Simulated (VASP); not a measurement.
# Ga (P6/mmm) in VASP: notebook

Ga is run at these levels: PBE; tasks: single point.

All numbers are computed with VASP 6.6.1; they aren't measurements. Logs are shortened: lines on timing, memory, paths and dates and some standing lists are left out, and cuts for length are marked.

### Step 1. The cell of the first run

The structure is hexagonal, space group P6/mmm (No. 191). Conventional cell: a = 4.420 Å, b = 4.420 Å, c = 2.747 Å, α = 90.00°, β = 90.00°, γ = 120.00°. Ga (site symmetry -6m2) has 5 Ga at 2.55 to 2.75 Å within 3.4 Å.

### Step 2. Single point, PBE

INCAR

```
ALGO     = Fast           # electronic algorithm
EDIFF    = 1E-6           # SCF threshold, eV
ENCUT    = 520            # plane-wave cutoff, eV
GGA      = PE             # functional
ISIF     = 2              # what is computed and relaxed
ISMEAR   = -1             # smearing method
LASPH    = True           # aspherical terms in the spheres
LCHARG   = False          # write CHGCAR
LREAL    = False          # projectors in reciprocal space
LWAVE    = False          # write WAVECAR
NBANDS   = 20             # bands
NELM     = 100            # most SCF steps
PREC     = Accurate       # precision mode
SIGMA    = 0.05           # smearing width, eV
```

KPOINTS

```
k-points
0
Gamma
  7 7 10
```

POSCAR

```
Ga
1.0
    4.4196068854      0.0000000000      0.0000000000
   -2.2098084092      3.8274977442      0.0000000000
    0.0000000000      0.0000000000      2.7466410515
Ga
2
Direct
    0.3333300000      0.6666700000      0.5000000000
    0.6666700000      0.3333300000      0.5000000000
```

Potentials or basis: VASP PAW PBE potentials, release 64 (Ga_d).

The run is started by

```sh
$ cat potpaw_PBE.64/Ga_d/POTCAR > POTCAR
$ mpirun -np 1 vasp_std > vasp.out
```

OUTCAR:

```text
EDIFF = 1E-6
   ENCUT = 520
   GGA = PE
   ISIF = 2
   ISMEAR = -1
   LASPH = True
   LREAL = False
   NELM = 100
   PREC = Accurate

 ion  position               nearest neighbor table
   1  0.333  0.667  0.500-   2 2.55   2 2.55   2 2.55
   2  0.667  0.333  0.500-   1 2.55   1 2.55   1 2.55

  LATTYP: Found a hexagonal cell.
 ALAT       =     4.4196068854
 C/A-ratio  =     0.6214672759

  Lattice vectors:

 A1 = (   4.4196068854,   0.0000000000,   0.0000000000)
 A2 = (  -2.2098084092,   3.8274977442,   0.0000000000)
 A3 = (   0.0000000000,   0.0000000000,   2.7466410515)

Analysis of symmetry for initial positions (statically):
=====================================================================
 Subroutine PRICEL returns:
 Original cell was already a primitive cell.

 Routine SETGRP: Setting up the symmetry group for a
 hexagonal supercell.

 Subroutine GETGRP returns: Found  8 space group operations
 (whereof  8 operations were pure point group operations)
 out of a pool of 24 trial point group operations.

The static configuration has the point symmetry D_2h.

Analysis of symmetry for dynamics (positions and initial velocities):
=====================================================================
 Subroutine PRICEL returns:
 Original cell was already a primitive cell.

 Routine SETGRP: Setting up the symmetry group for a
 hexagonal supercell.

 Subroutine GETGRP returns: Found  8 space group operations
 (whereof  8 operations were pure point group operations)
 out of a pool of 24 trial point group operations.

The dynamic configuration has the point symmetry D_2h.

 Subroutine INISYM returns: Found  8 space group operations
 (whereof  8 operations are pure point group operations),
 and found     1 'primitive' translations

----------------------------------------------------------------------------------------

                                     Primitive cell

  volume of cell :      46.4623

  direct lattice vectors                    reciprocal lattice vectors
     4.419606885  0.000000000  0.000000000     0.226264468  0.130633943  0.000000000
    -2.209808409  3.827497744  0.000000000     0.000000000  0.261267300  0.000000000
     0.000000000  0.000000000  2.746641052     0.000000000  0.000000000  0.364081065

  length of vectors
     4.419606885  4.419614484  2.746641052     0.261267749  0.261267300  0.364081065

  position of ions in fractional coordinates (direct lattice)
     0.333330000  0.666670000  0.500000000
     0.666670000  0.333330000  0.500000000

  ion indices of the primitive-cell ions
   primitive index   ion index
                 1           1
                 2           2

----------------------------------------------------------------------------------------

 KPOINTS: k-points

Automatic generation of k-mesh.
 Grid dimensions read from file:
 generate k-points for:    7    7   10

 Generating k-lattice:

  Cartesian coordinates                     Fractional coordinates (reciprocal lattice)
     0.032323495  0.018661992  0.000000000     0.142857143  0.000000000  0.000000000
     0.000000000  0.037323900  0.000000000     0.000000000  0.142857143  0.000000000
     0.000000000  0.000000000  0.036408107     0.000000000  0.000000000  0.100000000

  Length of vectors
     0.037323964  0.037323900  0.036408107

  Shift w.r.t. Gamma in fractional coordinates (k-lattice)
     0.000000000  0.000000000  0.000000000

 Subroutine IBZKPT returns following result:
 ===========================================

 Found     96 irreducible k-points:

 Following reciprocal coordinates:
            Coordinates               Weight
  0.000000  0.000000  0.000000      1.000000
  0.142857  0.000000  0.000000      4.000000
 -0.142857  0.142857  0.000000      2.000000
  0.285714  0.000000  0.000000      4.000000
 -0.285714  0.285714  0.000000      2.000000
  0.428571  0.000000  0.000000      4.000000
[... 16 lines left out ...]
 -0.428571  0.428571  0.100000      4.000000
  0.142857  0.142857  0.100000      4.000000
 [... further k-points ...]
   k-points           NKPTS =     96   k-points in BZ     NKDIM =     96   number of bands    NBANDS=     20
   number of dos      NEDOS =    301   number of ions     NIONS =      2
   total plane-waves  NPLWV =  25920
   dimension x,y,z NGX =    36 NGY =   36 NGZ =   20
   dimension x,y,z NGXF=    72 NGYF=   72 NGZF=   40
   ions per type =               2
   NGX,Y,Z   is equivalent  to a cutoff of  13.54, 13.54, 12.11 a.u.
   NGXF,Y,Z  is equivalent  to a cutoff of  27.08, 27.08, 24.21 a.u.
 SYSTEM =  unknown system
   PREC   = accura    normal or accurate (medium, high low for compatibility)
   ISTART =      0    job   : 0-new  1-cont  2-samecut
   ICHARG =      2    charge: 1-file 2-atom 10-const
   ISPIN  =      1    spin polarized calculation?
   LNONCOLLINEAR =      F non collinear calculations
   LSORBIT =      F    spin-orbit coupling
   LASPH  =      T    aspherical Exc in radial PAW
   ENCUT  =  520.0 eV  38.22 Ry    6.18 a.u.   8.22  8.22  5.11*2*pi/ulx,y,z
   NELM   =    100;   NELMIN=  2; NELMDL= -5     # of ELM steps
   EDIFF  = 0.1E-05   stopping-criterion for ELM
   LREAL  =      F    real-space projection
   EDIFFG = 0.1E-04   stopping-criterion for IOM
   NSW    =      0    number of steps for IOM
   IBRION =     -1    ionic relax: 0-MD 1-quasi-New 2-CG
   NFREE  =      0    steps in history (QN), initial steepest desc. (CG)
   ISIF   =      2    stress and relaxation
   ISYM   =      2    0-nonsym 1-usesym 2-fastsym
   POTIM  = 0.5000    time-step for ionic-motion
   TEBEG  =    0.0;   TEEND  =   0.0 temperature during run
   PSTRESS=    0.0 pullay stress
   NELECT =      26.0000    total number of electrons
   NUPDOWN=      -1.0000    fix difference up-down
   EMIN   =  10.00;   EMAX   =-10.00  energy-range for DOS
   EFERMI =   0.00;   METHOD = LEGACY
   ISMEAR =    -1;   SIGMA  =   0.05  broadening in eV -4-tet -1-fermi 0-gaus
   EFERMI_NEDOS =   21; number of points for ismear=-14 and -15
   IALGO  =     68    algorithm
   IMIX   =      4    mixing-type and parameters
     AMIX     =   0.40;   BMIX     =  1.00
     AMIX_MAG =   1.60;   BMIX_MAG =  1.00
  volume/ion in A,a.u.               =      23.23       156.77
  Fermi-wavevector in a.u.,A,eV,Ry     =   1.349064  2.549361 24.762233  1.819973
  Thomas-Fermi vector in A             =   2.476681
   LORBIT       =      0    0 simple, 1 ext, 2 COOP (PROOUT), +10 PAW based schemes
   GGA     = PE    functional components
   LHFCALC =     F    Hartree Fock is set to
   AEXX    =    0.0000 exact exchange contribution
   IVDW    =     0    specifies the selected vdW correction
   LEPSILON=     F    determine dielectric tensor
   LRPA    =     F    only Hartree local field effects (RPA)
 non-spin polarized calculation
 RMM-DIIS sequential band-by-band and
  energy-cutoff  :      520.00
  volume of cell :       46.46
 maximum number of plane-waves:      1282
 NGX is ok and might be reduce to    36
   NGX = 17   NGY = 17   NGZ = 11

 number of electron      26.0000007 magnetization

 Free energy of the ion-electron system (eV)
  ---------------------------------------------------
  ext. energy  EPLUGINS =         0.00000000
  ---------------------------------------------------
  free energy    TOTEN  =        -5.55704043 eV

  energy without entropy =       -5.55068350  energy(sigma->0) =       -5.55386197

 E-fermi :   3.5640     XC(G=0):  -9.6662

 val. band max:        3.5464450196   @ k =   0.4286   0.1429   0.4000
 cond. band min:       3.6354264459   @ k =  -0.2857  -0.4286   0.5000
 fundamental gap:      0.0889814263
 Fermi energy:         3.5640215312

 k-point     1 :       0.0000    0.0000    0.0000
  band No.  band energies     occupation
      1     -11.6011      2.00000
      2     -11.3722      2.00000
      3     -11.3413      2.00000
      4     -11.3413      2.00000
      5     -11.2243      2.00000
      6     -11.2243      2.00000
[... 12 lines left out ...]
     19      16.1768      0.00000
     20      19.2274      0.00000

 k-point     2 :       0.1429    0.0000    0.0000
  band No.  band energies     occupation
      1     -11.5951      2.00000
      2     -11.4130      2.00000
      3     -11.3785      2.00000
      4     -11.3338      2.00000
      5     -11.2272      2.00000
      6     -11.2192      2.00000
[... 12 lines left out ...]
     19      16.2855      0.00000
     20      18.5583      0.00000

 k-point     3 :      -0.1429    0.1429    0.0000
  band No.  band energies     occupation
      1     -11.5951      2.00000
      2     -11.4130      2.00000
      3     -11.3785      2.00000
      4     -11.3338      2.00000
      5     -11.2272      2.00000
      6     -11.2192      2.00000
[... 12 lines left out ...]
     19      16.2855      0.00000
     20      18.5584      0.00000

 k-point     4 :       0.2857    0.0000    0.0000
  band No.  band energies     occupation
      1     -11.5788      2.00000
      2     -11.4726      2.00000
      3     -11.4316      2.00000
      4     -11.3383      2.00000
      5     -11.2334      2.00000
      6     -11.2060      2.00000
[... 12 lines left out ...]
     19      16.3510      0.00000
     20      17.2235      0.00000

 k-point     5 :      -0.2857    0.2857    0.0000
  band No.  band energies     occupation
      1     -11.5788      2.00000
      2     -11.4726      2.00000
      3     -11.4316      2.00000
      4     -11.3383      2.00000
      5     -11.2334      2.00000
      6     -11.2060      2.00000
[... 12 lines left out ...]
     19      16.3510      0.00000
     20      17.2306      0.00000

 k-point     6 :       0.4286    0.0000    0.0000
  band No.  band energies     occupation
      1     -11.5552      2.00000
      2     -11.5204      2.00000
      3     -11.4626      2.00000
      4     -11.3455      2.00000
      5     -11.2381      2.00000
      6     -11.1922      2.00000
[... 12 lines left out ...]
     19      15.1755      0.00000
     20      16.0183      0.00000

 k-point     7 :      -0.4286    0.4286    0.0000
  band No.  band energies     occupation
      1     -11.5552      2.00000
      2     -11.5204      2.00000
      3     -11.4626      2.00000
      4     -11.3455      2.00000
      5     -11.2381      2.00000
      6     -11.1922      2.00000
[... 12 lines left out ...]
     19      15.1755      0.00000
     20      16.0145      0.00000
[... 277 lines left out ...]
 k-point    20 :       0.2857    0.0000    0.1000
  band No.  band energies     occupation
      1     -11.5496      2.00000
      2     -11.4548      2.00000
      3     -11.4290      2.00000
      4     -11.3127      2.00000
      5     -11.2540      2.00000
      6     -11.2256      2.00000
[... 12 lines left out ...]
     19      15.0768      0.00000
     20      17.9174      0.00000

 k-point    21 :      -0.2857    0.2857    0.1000
  band No.  band energies     occupation
      1     -11.5496      2.00000
      2     -11.4548      2.00000
      3     -11.4290      2.00000
      4     -11.3127      2.00000
      5     -11.2541      2.00000
      6     -11.2256      2.00000
[... 12 lines left out ...]
     19      15.0769      0.00000
     20      17.9322      0.00000

 k-point    22 :       0.4286    0.0000    0.1000
  band No.  band energies     occupation
      1     -11.5293      2.00000
      2     -11.5000      2.00000
      3     -11.4598      2.00000
      4     -11.3192      2.00000
      5     -11.2592      2.00000
      6     -11.2117      2.00000
[... 12 lines left out ...]
     19      14.3199      0.00000
     20      15.3511      0.00000

 k-point    23 :      -0.4286    0.4286    0.1000
  band No.  band energies     occupation
      1     -11.5292      2.00000
      2     -11.5000      2.00000
      3     -11.4598      2.00000
      4     -11.3192      2.00000
      5     -11.2592      2.00000
      6     -11.2116      2.00000
[... 12 lines left out ...]
     19      14.3201      0.00000
     20      15.3512      0.00000

 k-point    24 :       0.1429    0.1429    0.1000
  band No.  band energies     occupation
      1     -11.5544      2.00000
      2     -11.4308      2.00000
      3     -11.4303      2.00000
      4     -11.2991      2.00000
      5     -11.2535      2.00000
      6     -11.2274      2.00000
[... 12 lines left out ...]
     19      15.5209      0.00000
     20      17.8665      0.00000

 [... further k-points ...]

------------------------ aborting loop because EDIFF is reached ----------------------------------------

  FORCE on cell =-STRESS in cart. coord.  units (eV):
  Direction    XX          YY          ZZ          XY          YZ          ZX
  --------------------------------------------------------------------------------------
  -------------------------------------------------------------------------------------
  Total        0.4556777      0.4559861      0.0623214      0.0002653      0.0000000      0.0000000
  in kB       15.7133164     15.7239530      2.1490530      0.0091491      0.0000000      0.0000000
  external PRESSURE =      11.1954408 kB  Pullay stress =       0.0000000 kB

 VOLUME and BASIS-vectors are now :
 -----------------------------------------------------------------------------
  energy-cutoff  :      520.00
  volume of cell :       46.46
      direct lattice vectors                 reciprocal lattice vectors
     4.419606885  0.000000000  0.000000000     0.226264468  0.130633943  0.000000000
    -2.209808409  3.827497744  0.000000000     0.000000000  0.261267300  0.000000000
     0.000000000  0.000000000  2.746641052     0.000000000  0.000000000  0.364081065

 POSITION                                       TOTAL-FORCE (eV/Angst)
 -----------------------------------------------------------------------------------
     -0.00003      2.55168      1.37332         0.000239     -0.000138      0.000000
      2.20982      1.27582      1.37332        -0.000239      0.000138      0.000000
 -----------------------------------------------------------------------------------
    total drift:                                0.000000      0.000000      0.000000

  FREE ENERGIE OF THE ION-ELECTRON SYSTEM (eV)
  ---------------------------------------------------
  free  energy   TOTEN  =        -5.5570404328 eV

  energy  without entropy=       -5.5506835017  energy(sigma->0) =       -5.55386197
```

Run time: 2 min. Hardware: 1 thread of AMD EPYC 7R43 (Zen 3), shared host; peak memory 0.17 GiB.

What came out:

```yaml
Free_energy: -5.5570 eV
Pressure: 1.1 GPa
Band_gap_on_the_k_mesh: zero (band 13 reaches 6.14 eV, above the bottom of band 14 at 2.77 eV)
```

Stress tensor (GPa, compression positive):
```
1.57 0.00 0.00
0.00 1.57 0.00
0.00 0.00 0.21
```

Levels at points of the mesh, in eV from the Fermi level:
```
           k point  band 9  band 10  band 11  band 12  band 13  band 14  band 15  band 16  band 17  band 18
(0.00, 0.00, 0.00)  -14.64   -14.64   -10.12    -1.39    -0.56    -0.56     3.22     3.22     6.20     8.86
(0.00, 0.00, 0.50)  -14.72   -14.50    -5.90    -3.76     2.58     2.58     2.83     3.81     6.80     6.80
```

### Step 3. Single point, PBE

This run uses another cell than the first one, of 23.71 Å³/atom, 1.020 times its volume.

INCAR

```
SYSTEM = Ga
PREC = Accurate ; ENCUT = 520
EDIFF = 1E-7 ; ISMEAR = -1
SIGMA = 0.05 ; LREAL = .False.
LASPH = .True. ; NELM = 80
ALGO = Fast ; ISIF = 2
LWAVE = .False. ; LCHARG = .False.
GGA = PE ; NBANDS = 20
```

KPOINTS

```
regular mesh
0
Gamma
  7 7 10
  0 0 0
```

POSCAR

```
Ga
1.0
    4.4494700000      0.0000000000      0.0000000000
   -2.2247400000      3.8533600000      0.0000000000
    0.0000000000      0.0000000000      2.7652000000
Ga
2
Direct
    0.3333300000      0.6666700000      0.5000000000
    0.6666700000      0.3333300000      0.5000000000
```

Potentials or basis: VASP PAW PBE potentials, release 64 (Ga_d).

The run is started by

```sh
$ cat potpaw_PBE.64/Ga_d/POTCAR > POTCAR
$ mpirun -np 1 vasp_std > vasp.out
```

Run time: 2.5 min. Hardware: 1 thread of AMD EPYC 7R43 (Zen 3), shared host; peak memory 0.18 GiB.

It converged, with:

| Item | Value |
| --- | --- |
| Free energy | -5.5609 eV |
| Pressure | 0.2 GPa |
| Band gap on the k mesh | zero (band 13 reaches 5.94 eV, above the bottom of band 14 at 2.66 eV) |

Stress tensor (GPa, compression positive):
```
 0.66  0.00  0.00
 0.00  0.66  0.00
 0.00  0.00 -0.71
```

Levels at points of the mesh, in eV from the Fermi level:
| k point | band 11 | band 12 | band 13 | band 14 | band 15 | band 16 |
| --- | --- | --- | --- | --- | --- | --- |
| (0.00, 0.00, 0.00) | -10.01 | -1.48 | -0.55 | -0.55 | 3.20 | 3.20 |
| (0.00, 0.00, 0.50) | -5.89 | -3.68 | 2.52 | 2.52 | 2.78 | 3.57 |
